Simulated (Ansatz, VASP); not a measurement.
**Two plane-wave programs on MgS**

Contents of POSCAR:

```
MgS
1.0
    0.0000000000      2.6015179373      2.6015179373
    2.5924126245      0.0000000000      2.6015179373
    2.5924126245      2.6015179373      0.0000000000
Mg S
1 1
Direct
    0.0000000000      0.0000000000      0.0000000000
    0.5000000000      0.5000000000      0.5000000000
```

File INCAR.step1:

```
PREC = Accurate
ENCUT = 520
ISMEAR = 0
SIGMA = 0.01
LREAL = False
LASPH = True
NELM = 100
NBANDS = 11
GGA = PE
ALGO = Normal
EDIFF = 1E-4
LWAVE = True
LCHARG = False
```

The input INCAR.step2:

```
PREC = Accurate
ENCUT = 520
EDIFF = 1E-6
ISMEAR = 0
SIGMA = 0.01
LREAL = False
LASPH = True
NELM = 100
ALGO = Normal
ISIF = 2
LWAVE = False
LCHARG = True
METAGGA = R2SCAN
LMIXTAU = True
LELF = True
LVHAR = True
NBANDS = 11
ISTART = 1
```

Contents of KPOINTS:

```
Automatic mesh
0
Gamma
  8 8 8
```

Input for Ansatz:

```yaml
crystal:
  lattice:
    - [0.0, 2.6015179373, 2.6015179373]
    - [2.5924126245, 0.0, 2.6015179373]
    - [2.5924126245, 2.6015179373, 0.0]
  atoms:
    - { symbol: Mg, position: [0.0, 0.0, 0.0] }
    - { symbol: S, position: [0.5, 0.5, 0.5] }
kpoints:
  mp_grid: { grid: [8, 8, 8] }
  band_path:
    path:
      - [0.0, 0.0, 0.0]
      - [0.5, 0.0, 0.5]
      - [0.625, 0.25, 0.625]
      - [0.375, 0.375, 0.75]
      - [0.5, 0.5, 0.5]
      - [0.5, 0.25, 0.75]
    npoints: 1
hamiltonian:
  xc: r2scan
scf:
  occupations: { method: fixed }
  n_extra_bands: 4
output:
  forces: true
  stress: true
  eigenvalues: true
```

Change from the starting cell: uniaxial_x strain -0.3%.

Alike in both runs: task single point; functional r2SCAN; k mesh 8 × 8 × 8; no spin polarisation.

```csv
,VASP,Ansatz
version,VASP 6.6.1,Ansatz 0.2.0
potentials or method,"VASP PAW PBE potentials, release 64 (Mg, S)","plane waves, PAW"
plane-wave cutoff (eV),520,500
occupations,"gaussian, width 0.01 eV",fixed
valence electrons in the cell,8,16
```

Ansatz gave:

| Item | Value |
| --- | --- |
| gap on the k mesh at the Fermi level (eV) | 3.45 |
| pressure (GPa) | 0.3 |
| traceless stress, the component that is largest in VASP (GPa) | 0.26 |

Problem. What did VASP give for the same quantities?

Solution. gap on the k mesh at the Fermi level (eV): 3.42; pressure (GPa): -0.2; traceless stress, the component that is largest in VASP (GPa): 0.25.

VASP's potentials were made for PBE, not for r2SCAN. VASP's potentials hold 8 valence electrons a cell and Ansatz's 16, so a difference there can come from the potentials and not from the codes.
